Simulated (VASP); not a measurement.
## HfO2: single point with r2SCAN

HfO2:

```
CELL_PARAMETERS angstrom
4.83820 0.00000 0.00000
0.00000 4.83820 0.00000
0.00000 0.00000 3.22035
ATOMIC_POSITIONS crystal
Hf 0.00000 0.00000 0.99780
Hf 0.50000 0.50000 0.50220
O 0.19492 0.80508 0.53493
O 0.30508 0.30508 0.96507
O 0.69492 0.69492 0.96507
O 0.80508 0.19492 0.53493
```

This cell differs from its parent crystal: atoms displaced along a vibrational mode.

```yaml
Program: VASP 6.6.1
Task: single point
Functional: r2SCAN
Potentials_or_basis: VASP PAW PBE potentials, release 64 (Hf_pv, O)
Cutoff: 520 eV
k_mesh: 6 × 6 × 8
Occupations: gaussian, width 0.05 eV
Spin: no spin polarisation
Dipole_correction: no
Further_INCAR_settings: ALGO = Normal; EDIFF = 1e-06; NBANDS = 31
```

```
Pressure               : -0.9 GPa
Largest force          : 1.191 eV/Å
Band gap on the k mesh : 4.68 eV
```

Forces in eV/Å, atoms in the order of the input:
```
Hf   0.000  0.000  0.818
Hf   0.000  0.000 -0.818
O    0.122 -0.122 -1.179
O   -0.122 -0.122  1.179
O    0.122  0.122  1.179
O   -0.122  0.122 -1.179
```

Stress tensor (GPa, compression positive):
```
-0.50  0.00  0.00
 0.00 -0.50  0.00
 0.00  0.00 -1.75
```

Levels at points of the mesh, in eV from the valence-band top:
```
           k point  band 19  band 20  band 21  band 22  band 23  band 24  band 25  band 26
(0.00, 0.00, 0.00)    -0.98    -0.52    -0.52     0.00     4.68     4.69     5.71     6.13
(0.50, 0.00, 0.00)    -1.55    -1.55    -0.66    -0.66     4.96     4.96     6.77     6.77
(0.50, 0.50, 0.00)    -1.33    -1.33    -0.90    -0.90     4.83     4.83     6.15     6.15
(0.00, 0.00, 0.50)    -2.23    -1.57    -0.97    -0.97     5.44     6.55     6.55     6.62
(0.50, 0.00, 0.50)    -1.57    -1.57    -0.98    -0.98     4.73     4.73     6.84     6.84
(0.50, 0.50, 0.50)    -1.16    -1.16    -0.55    -0.55     5.66     5.66     6.33     6.33
```

Run time: 2.3 min on 1 thread of AMD EPYC 9R45 96-Core Processor (Zen 5), on a shared host, peak memory 0.21 GiB.

Caveat: the cell differs from its parent crystal (atoms displaced along a vibrational mode); the PAW data sets were made with another functional, which shifts forces and pressure a little; spin-orbit coupling is left out, which moves the levels of the heavy elements. A k mesh can miss the band edges.
